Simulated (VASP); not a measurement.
The system is HoNbSe3.

```
Ho Nb Se
1.0
     4.59865    0.00000    0.00000
    -2.29932    3.98254    0.00000
     0.00000    0.00000    8.48507
Ho Nb Se
1 1 3
Direct
  0.00000 0.00000 0.72466
  0.00000 0.00000 0.17137
  0.33333 0.66667 0.39422
  0.66667 0.33333 0.39422
  0.00000 0.00000 0.46136
```

The cell was built from a structure type or drawn by symmetry, and may not be a known phase.

| Item | Value |
| --- | --- |
| Program | VASP 6.6.1 |
| Task | relaxation of cell and atoms |
| Functional | PBE |
| Potentials or basis | VASP PAW PBE potentials, release 64 (Ho_3, Nb_sv, Se), 4f in core |
| Cutoff | 500 eV |
| k mesh | 6 × 6 × 2 |
| Occupations | gaussian, width 0.1 eV |
| Spin | collinear spin, zero start |
| Starting moments | [0.0, 0.0, 0.0, 0.0, 0.0] μB |

At the start: pressure 8.3 GPa; volume 31.08 Å³/atom.

Task: Where does the relaxation end?

Result: Over 35 steps the energy falls by 1821.7 meV/atom and the volume is 29.97 Å³/atom (-3.6 %); space group P6mm (No. 183, to 0.1 Å) before and after; moment 0.00 μB per cell.

Step by step:
```
step  energy change (eV)  largest force (eV/Å)  pressure (GPa)  volume (Å³)
   1              0.0000                6.7421            8.32       155.40
   2             -0.9853                1.1570           -3.20       194.58
   3             -1.2033                1.3460           -0.70       176.84
   4             -1.8060                2.3636           -0.39       178.00
   5             -1.9879                5.5556            1.92       178.62
   6             -2.0610                4.1235            0.76       178.56
   7             -2.3102                3.5555            0.14       179.68
   8             -2.8500                2.3979           -1.04       182.88
   9             -2.8911                4.8053           -0.89       188.44
  10             -3.0203                3.5332           -1.26       186.14
  11             -3.5772                1.9240           -2.79       186.06
  12             -4.3736                3.7376           -5.02       185.74
  13             -5.2942                3.6577           -3.41       172.59
  14             -6.6447                3.2839            9.99       136.28
  15             -6.7012                3.5928            6.02       142.76
  16             -7.5280                2.2552            6.72       142.04
  17             -8.2701                1.4659            6.09       140.13
  18             -8.6509                1.3574           -0.72       153.64
  19             -8.6537                1.3459           -1.27       155.14
  20             -8.8221                1.3541           -1.16       154.11
  21             -8.9252                0.5319            1.08       150.61
  22             -8.9876                0.9118           -0.17       152.14
  23             -8.9901                0.7808            0.03       151.86
  24             -9.0227                1.2786           -0.08       151.25
  25             -9.0326                0.7383           -0.11       151.45
  26             -9.0649                0.4165           -0.22       150.98
  27             -9.0739                0.2432           -0.30       150.59
  28             -9.0913                0.3658            0.34       149.13
  29             -9.0916                0.3958            0.45       148.92
  30             -9.1053                0.2010            0.21       149.40
  31             -9.1065                0.1780            0.13       149.61
  32             -9.1081                0.0664           -0.16       150.17
  33             -9.1082                0.0634           -0.11       150.06
  34             -9.1085                0.0482            0.03       149.79
  35             -9.1086                0.0220            0.00       149.85
```

Final structure:
```yaml
crystal:
  lattice:
    - [4.71912, 0.00000, 0.00000]
    - [-2.35956, 4.08688, 0.00000]
    - [0.00000, 0.00000, 7.76973]
  atoms:
    - { symbol: Ho, position: [0.00000, 0.00000, 0.92951] }
    - { symbol: Nb, position: [0.00000, 0.00000, 0.28038] }
    - { symbol: Se, position: [0.33333, 0.66667, 0.17208] }
    - { symbol: Se, position: [0.66667, 0.33333, 0.17208] }
    - { symbol: Se, position: [0.00000, 0.00000, 0.59178] }
```

Caveat: the k points lie up to 0.40 Å⁻¹ apart in the final cell; the magnetic or orbital state may not be the lowest; the electronic state changed during the relaxation.
